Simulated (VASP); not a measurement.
# B in VASP: further runs

Runs on B. Level: PBE. Tasks: single point.

Everything below comes from runs of VASP 6.6.1. Logs are shortened: lines on timing, memory, paths and dates and some standing lists are left out, and cuts for length are marked.

### 1 The cell of the first run

The typed cell holds 8 atoms: a = 2.857 Å, b = 2.857 Å, c = 7.943 Å, α = 90.00°, β = 90.00°, γ = 90.06°.

The cell was built from a structure type or drawn by symmetry, and may not be a known phase.

### 2 Single point, PBE

The input, INCAR:

```
SYSTEM = B
PREC = Accurate ; ENCUT = 520
EDIFF = 1E-7 ; ISMEAR = 0
SIGMA = 0.1 ; LREAL = .False.
LASPH = .True. ; NELM = 60
ALGO = Normal ; ISIF = 2
LWAVE = .False. ; LCHARG = .False.
GGA = PE ; NBANDS = 22
```

The input, KPOINTS:

```
Automatic mesh
0
Gamma
  6 6 2
  0 0 0
```

The input, POSCAR:

```
B
1.0
    2.0071249525     -2.0209849170      0.2187201201
    2.0071249525      2.0209849170      0.2187201201
   -0.8599895957      0.0000000000      7.8958555092
B
8
Direct
    0.0000000000      0.0000000000      0.5000000000
    0.0000000000      0.0000000000      0.0000000000
    0.4999780332      0.0000153862      0.3907702378
    0.9999846138      0.5000219668      0.1092297622
    0.5000219668      0.9999846138      0.6092297622
    0.0000153862      0.4999780332      0.8907702378
    0.5001508530      0.4998491470      0.7500000000
    0.4998491470      0.5001508530      0.2500000000
```

Potentials or basis: VASP PAW PBE potentials, release 64 (B).

Launch:

```sh
> cat potpaw_PBE.64/B/POTCAR > POTCAR
> mpirun -np 1 vasp_std > vasp.out
```

OUTCAR:

```text
SYSTEM = B
   PREC = Accurate
   ENCUT = 520
   EDIFF = 1E-7
   ISMEAR = 0
   LREAL = .False.
   LASPH = .True.
   NELM = 60
   ISIF = 2
   GGA = PE

 ion  position               nearest neighbor table
   1  0.000  0.000  0.500-   3 1.67   5 1.67   5 1.67   3 1.67
   2  0.000  0.000  0.000-   4 1.67   6 1.67   4 1.67   6 1.67
   3  0.500  0.000  0.391-   1 1.67   1 1.67   5 1.74   8 1.81   8 1.81
   4  1.000  0.500  0.109-   2 1.67   2 1.67   6 1.74   8 1.81   8 1.81
   5  0.500  1.000  0.609-   1 1.67   1 1.67   3 1.74   7 1.81   7 1.81
   6  0.000  0.500  0.891-   2 1.67   2 1.67   4 1.74   7 1.81   7 1.81
   7  0.500  0.500  0.750-   5 1.81   6 1.81   5 1.81   6 1.81
   8  0.500  0.500  0.250-   3 1.81   4 1.81   4 1.81   3 1.81

  LATTYP: Found a base centered monoclinic cell.
 ALAT       =     4.0380139009
 B/A-ratio  =     1.0009796730
 C/A-ratio  =     1.9669449366
 COS(beta)  =    -0.0000546199

  Lattice vectors:

 A1 = (  -2.0071249525,   2.0209849170,  -0.2187201201)
 A2 = (  -2.0071249525,  -2.0209849170,  -0.2187201201)
 A3 = (  -0.8599895957,   0.0000000000,   7.8958555092)

Analysis of symmetry for initial positions (statically):
=====================================================================
 Subroutine PRICEL returns:
 Original cell was already a primitive cell.

 Routine SETGRP: Setting up the symmetry group for a
 base centered monoclinic supercell.

 Subroutine GETGRP returns: Found  4 space group operations
 (whereof  2 operations were pure point group operations)
 out of a pool of  4 trial point group operations.

The static configuration has the point symmetry S_2 .
 The point group associated with its full space group is C_2h.

Analysis of symmetry for dynamics (positions and initial velocities):
=====================================================================
 Subroutine PRICEL returns:
 Original cell was already a primitive cell.

 Routine SETGRP: Setting up the symmetry group for a
 base centered monoclinic supercell.

 Subroutine GETGRP returns: Found  4 space group operations
 (whereof  2 operations were pure point group operations)
 out of a pool of  4 trial point group operations.

The dynamic configuration has the point symmetry S_2 .
 The point group associated with its full space group is C_2h.

 Subroutine INISYM returns: Found  4 space group operations
[... 113 lines left out ...]
   IBRION =     -1    ionic relax: 0-MD 1-quasi-New 2-CG
   NFREE  =      0    steps in history (QN), initial steepest desc. (CG)
   ISIF   =      2    stress and relaxation
   ISYM   =      2    0-nonsym 1-usesym 2-fastsym
   POTIM  = 0.5000    time-step for ionic-motion
   TEBEG  =    0.0;   TEEND  =   0.0 temperature during run
   PSTRESS=    0.0 pullay stress
   NELECT =      24.0000    total number of electrons
   NUPDOWN=      -1.0000    fix difference up-down
   EMIN   =  10.00;   EMAX   =-10.00  energy-range for DOS
   EFERMI =   0.00;   METHOD = LEGACY
   ISMEAR =     0;   SIGMA  =   0.10  broadening in eV -4-tet -1-fermi 0-gaus
   EFERMI_NEDOS =   21; number of points for ismear=-14 and -15
   IALGO  =     38    algorithm
   IMIX   =      4    mixing-type and parameters
     AMIX     =   0.40;   BMIX     =  1.00
     AMIX_MAG =   1.60;   BMIX_MAG =  1.00
  volume/ion in A,a.u.               =       8.10        54.68
  Fermi-wavevector in a.u.,A,eV,Ry     =   1.175569  2.221504 18.802754  1.381963
  Thomas-Fermi vector in A             =   2.311948
   LORBIT       =      0    0 simple, 1 ext, 2 COOP (PROOUT), +10 PAW based schemes
   GGA     = PE    functional components
   LHFCALC =     F    Hartree Fock is set to
   AEXX    =    0.0000 exact exchange contribution
   IVDW    =     0    specifies the selected vdW correction
   LEPSILON=     F    determine dielectric tensor
   LRPA    =     F    only Hartree local field effects (RPA)
 non-spin polarized calculation
 Gauss-broadening in eV      SIGMA  =   0.10
  energy-cutoff  :      520.00
  volume of cell :       64.82
 maximum number of plane-waves:      1768
 NGX is ok and might be reduce to    24
   NGX = 11   NGY = 11   NGZ = 29

 number of electron      24.0000000 magnetization

 Free energy of the ion-electron system (eV)
  ---------------------------------------------------
  ext. energy  EPLUGINS =         0.00000000
  ---------------------------------------------------
  free energy    TOTEN  =       -49.22017249 eV

  energy without entropy =      -49.21442759  energy(sigma->0) =      -49.21730004

 E-fermi :   4.3613     XC(G=0): -11.1980

 val. band max:        4.2093323425   @ k =   0.5000   0.1667   0.5000
 cond. band min:       4.4063556967   @ k =   0.3333   0.1667   0.0000
 fundamental gap:      0.1970233542
 Fermi energy:         4.3613407554

 k-point     1 :       0.0000    0.0000    0.0000
  band No.  band energies     occupation
      1      -9.4906      2.00000
      2      -8.4368      2.00000
      3      -6.5471      2.00000
      4      -2.5468      2.00000
      5      -1.6750      2.00000
      6       1.3015      2.00000
[... 589 lines left out ...]
     21      14.4675      0.00000
     22      15.2208      0.00000

 [... further k-points ...]

------------------------ aborting loop because EDIFF is reached ----------------------------------------

  FORCE on cell =-STRESS in cart. coord.  units (eV):
  Direction    XX          YY          ZZ          XY          YZ          ZX
  --------------------------------------------------------------------------------------
  -------------------------------------------------------------------------------------
  Total        0.0212763      0.0517444      0.0422725      0.0000000      0.0000000     -0.0030620
  in kB        0.5259141      1.2790358      1.0449060      0.0000000      0.0000000     -0.0756866
  external PRESSURE =       0.9499520 kB  Pullay stress =       0.0000000 kB

 VOLUME and BASIS-vectors are now :
 -----------------------------------------------------------------------------
  energy-cutoff  :      520.00
  volume of cell :       64.82
      direct lattice vectors                 reciprocal lattice vectors
     2.007124952 -2.020984917  0.218720120     0.246190546 -0.247404123  0.026814233
     2.007124952  2.020984917  0.218720120     0.246190546  0.247404123  0.026814233
    -0.859989596  0.000000000  7.895855509    -0.013639263  0.000000000  0.125163179

 POSITION                                       TOTAL-FORCE (eV/Angst)
 -----------------------------------------------------------------------------------
     -0.42999      0.00000      3.94793         0.000000      0.000000     -0.000000
      0.00000      0.00000      0.00000         0.000000      0.000000     -0.000000
      0.66749     -1.01042      3.19482         0.001980     -0.000246     -0.008582
      2.91676     -1.01042      1.19054        -0.001980     -0.000246      0.008582
      2.48677      1.01042      5.13847        -0.001980      0.000246      0.008582
      0.23750      1.01042      7.14275         0.001980      0.000246     -0.008582
      1.36213     -0.00061      6.14061        -0.000000      0.002039     -0.000000
      1.79213      0.00061      2.19268         0.000000     -0.002039     -0.000000
 -----------------------------------------------------------------------------------
    total drift:                                0.000000      0.000000      0.000000

  FREE ENERGIE OF THE ION-ELECTRON SYSTEM (eV)
  ---------------------------------------------------
  free  energy   TOTEN  =       -49.2201724866 eV

  energy  without entropy=      -49.2144275868  energy(sigma->0) =      -49.21730004
```

Run time: 56 s. Hardware: 1 thread of Intel Xeon Platinum 8175M at 2.50GHz (Skylake/Cascade Lake), shared host; peak memory 0.17 GiB.

What came out:

```yaml
Free_energy: -49.2202 eV
Pressure: 0.1 GPa
Largest_force: 0.009 eV/Å
Band_gap_on_the_k_mesh: zero (bands 12 and 13 overlap by 4.48 eV)
```

Forces on the atoms (eV/Å):
```
B    0.000  0.000  0.000
B    0.000  0.000  0.000
B    0.002  0.000 -0.009
B   -0.002  0.000  0.009
B   -0.002  0.000  0.009
B    0.002  0.000 -0.009
B    0.000  0.002  0.000
B    0.000 -0.002  0.000
```

Caveat: the k points lie up to 0.40 Å⁻¹ apart, too coarse for converged energies and pressures of a metal.

### 3 Single point, PBE

The input, INCAR:

```
  PREC = Accurate
  ENCUT = 520
  EDIFF = 1E-7
  ISMEAR = 0
  SIGMA = 0.1
  LREAL = F
  LASPH = T
  NELM = 80
  ALGO = Normal
  ISIF = 2
  LWAVE = F
  LCHARG = F
  GGA = PE
  NBANDS = 22
```

The input, KPOINTS:

```
regular mesh
0
Gamma
  14 14 6
```

The input, POSCAR:

```
B
1.0
    2.8672194197      0.0000000000      0.0000000000
    0.0000000000      2.8672194197      0.0000000000
    0.0000000000      0.0000000000      7.8923096501
B
8
Direct
    0.0000000000      0.0000000000      0.5000000000
    0.0000000000      0.0000000000      0.0000000000
    0.5000000000      0.0000000000      0.3900275902
    0.0000000000      0.5000000000      0.1099724098
    0.5000000000      0.0000000000      0.6099724098
    0.0000000000      0.5000000000      0.8900275902
    0.5000000000      0.5000000000      0.7500000000
    0.5000000000      0.5000000000      0.2500000000
```

Potentials or basis: VASP PAW PBE potentials, release 64 (B).

Launch:

```sh
> cat potpaw_PBE.64/B/POTCAR > POTCAR
> mpirun -np 1 vasp_std > vasp.out
```

Wall time 4 min (1 thread of Intel Xeon Platinum 8175M at 2.50GHz (Skylake/Cascade Lake), shared host); peak memory 0.26 GiB.

The run converged. Its results:

```
Free energy            : -49.2358 eV
Pressure               : 0.0 GPa
Largest force          : 0.011 eV/Å
Band gap on the k mesh : zero (bands 12 and 13 overlap by 4.43 eV)
```

Forces in eV/Å, atoms in the order of the input:
```
B    0.000  0.000  0.000
B    0.000  0.000  0.000
B    0.000  0.000 -0.011
B    0.000  0.000  0.011
B    0.000  0.000  0.011
B    0.000  0.000 -0.011
B    0.000  0.000  0.000
B    0.000  0.000  0.000
```

Levels at points of the mesh, in eV from the Fermi level:
```
           k point  band 10  band 11  band 12  band 13  band 14  band 15
(0.00, 0.00, 0.00)    -0.25     1.15     1.15     2.07     4.85     5.46
(0.50, 0.00, 0.00)    -2.42    -2.25     1.12     2.56     3.10     3.75
(0.50, 0.50, 0.00)    -3.46    -3.46    -3.28    -1.67    -1.05     0.13
(0.00, 0.00, 0.50)    -1.04     2.05     2.05     3.80     3.80     3.84
(0.50, 0.00, 0.50)    -1.00    -0.87     1.13     2.30     2.52     3.17
(0.50, 0.50, 0.50)    -2.98    -2.49    -2.49    -2.35    -2.35    -0.26
```
